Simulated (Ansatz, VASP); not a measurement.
NaCl: VASP beside Ansatz

File INCAR:

```
PREC = Accurate
ENCUT = 520
EDIFF = 1E-7
ISMEAR = -1
SIGMA = 0.02
LREAL = False
LASPH = True
NELM = 80
ALGO = Normal
ISIF = 2
LWAVE = False
LCHARG = True
GGA = PE
LELF = True
LVHAR = True
NBANDS = 14
```

File KPOINTS:

```
Automatic mesh
0
Gamma
  8 8 8
```

File POSCAR:

```
NaCl
1.0
    0.0000000000      3.2184818713      3.0872727782
    3.2184818713      0.0000000000      3.0872727782
    3.2184818713      3.2184818713      0.0000000000
Na Cl
1 1
Direct
    0.0000000000      0.0000000000      0.0000000000
    0.2500000000      0.2500000000      0.2500000000
```

Input for Ansatz:

```yaml
crystal:
  lattice:
    - [0.0, 3.2184818713, 3.0872727782]
    - [3.2184818713, 0.0, 3.0872727782]
    - [3.2184818713, 3.2184818713, 0.0]
  atoms:
    - { symbol: Na, position: [0.0, 0.0, 0.0] }
    - { symbol: Cl, position: [0.25, 0.25, 0.25] }
kpoints:
  mp_grid: { grid: [8, 8, 8] }
  band_path:
    path:
      - [0.0, 0.0, 0.0]
      - [-0.5, -0.5, 0.0]
      - [-0.375, -0.375, 0.25]
      - [-0.375, 0.0, 0.375]
      - [0.0, 0.0, 0.5]
      - [-0.5, -0.25, 0.25]
    npoints: 1
hamiltonian:
  xc: pbe
scf:
  occupations: { method: fermi_dirac, width: 0.02 }
  n_extra_bands: 4
output:
  forces: true
  stress: true
  eigenvalues: true
  write_density: true
  write_potential: true
  elf: true
  volumetric_format: npy
```

Change from the starting cell: biaxial_xy strain +4.2%.

Alike in both runs: task single point; functional PBE; k mesh 8 × 8 × 8; occupations fermi-dirac, width 0.02 eV; no spin polarisation.

```csv
,VASP,Ansatz
version,VASP 6.6.1,Ansatz 0.2.0
potentials or method,"VASP PAW PBE potentials, release 64 (Na_pv, Cl)","plane waves, PAW"
plane-wave cutoff (eV),520,420
valence electrons in the cell,14,16
```

|  | VASP | Ansatz | Ansatz less VASP |
| --- | --- | --- | --- |
| gap on the k mesh at the Fermi level (eV) | 4.72 | 4.72 | 0.000 |
| pressure (GPa) | -0.7 | -0.7 | +0.02 |
| traceless stress, the component that is largest in VASP (GPa) | 0.09 | 0.09 | +0.001 |

VASP's potentials hold 14 valence electrons a cell and Ansatz's 16, so a difference there can come from the potentials and not from the codes.
